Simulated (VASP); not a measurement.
CsSnI3:

```xyz
5
Lattice="6.2057 0.0000 0.0000 0.0000 6.2057 0.0000 0.0000 0.0000 6.2057" Properties=species:S:1:pos:R:3 pbc="T T T"
Cs    0.0000    0.0000    0.0000
I     3.1029    3.1029    0.0000
I     3.1029    0.0000    3.1029
I     0.0000    3.1029    3.1029
Sn    3.1029    3.1029    3.1029
```

```yaml
Program: VASP 6.6.1
Task: relaxation of cell and atoms
Functional: revPBE
Potentials_or_basis: VASP PAW PBE potentials, release 64 (Cs_sv, I, Sn_d)
Cutoff: 600 eV
k_mesh: 5 × 5 × 5
Occupations: fermi-dirac, width 0.05 eV
Spin: no spin polarisation
```

At the start: pressure 1.4 GPa; volume 47.80 Å³/atom.

Task: Where does the relaxation end?

Result: Over 4 steps the energy falls by 17.2 meV/atom and the volume is 52.13 Å³/atom (+9.1 %); space group Pm-3m (No. 221, to 0.05 Å).

The path:
```csv
step,energy change (eV),largest force (eV/Å),pressure (GPa),volume (Å³)
1,0.0000,0.0000,1.38,238.99
2,-0.0776,0.0000,0.39,253.50
3,-0.0858,0.0000,-0.04,261.34
4,-0.0859,0.0000,0.00,260.65
```

Final structure:
```cif
data_structure
_symmetry_space_group_name_H-M 'P 1'
_symmetry_Int_Tables_number 1
_cell_length_a 6.3878
_cell_length_b 6.3878
_cell_length_c 6.3878
_cell_angle_alpha 90.000
_cell_angle_beta 90.000
_cell_angle_gamma 90.000
_cell_volume 260.65
loop_
_atom_site_label
_atom_site_type_symbol
_atom_site_fract_x
_atom_site_fract_y
_atom_site_fract_z
_atom_site_occupancy
Cs1 Cs 0.00000 0.00000 0.00000 1
I1 I 0.50000 0.50000 0.00000 1
I2 I 0.50000 0.00000 0.50000 1
I3 I 0.00000 0.50000 0.50000 1
Sn1 Sn 0.50000 0.50000 0.50000 1
```

Caveat: the PAW data sets were made with another functional, which shifts forces and pressure a little.
